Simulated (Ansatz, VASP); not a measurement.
## Two plane-wave programs on ZrS

```xyz
2
Lattice="-0.1575 2.5575 2.5575 2.5575 -0.1575 2.5575 2.5575 2.5575 -0.1575" Properties=species:S:1:pos:R:3 pbc="T T T"
Zr    0.0000    0.0000    0.0000
S     2.4788    2.4788    2.4788
```

Alike in both runs: task single point; functional LDA; k mesh 16 × 16 × 16; occupations gaussian, width 0.15 eV; no spin polarisation.

|  | VASP | Ansatz |
| --- | --- | --- |
| version | VASP 6.6.1 | Ansatz 0.2.0 |
| potentials or method | VASP PAW LDA potentials, release 64 (Zr_sv, S), cutoff 520 eV | scalar-relativistic, plane waves, PAW |
| valence electrons in the cell | 18 | 18 |

Ansatz gave:

| Property | Result |
| --- | --- |
| gap on the k mesh at the Fermi level (eV) | none |
| pressure (GPa) | -10.1 |
| traceless stress, the component that is largest in VASP (GPa) | 1.68 |

Problem. Estimate VASP's values.

Solution. gap on the k mesh at the Fermi level (eV): none; pressure (GPa): -9.9; traceless stress, the component that is largest in VASP (GPa): 1.66.

Ansatz warns that its potentials were made for another functional, while VASP's fit it. LDA's correlation is that of Perdew and Zunger in VASP and of Perdew and Wang (1992) in Ansatz. A gap of «none» marks a metal or a gap that the smearing closes.
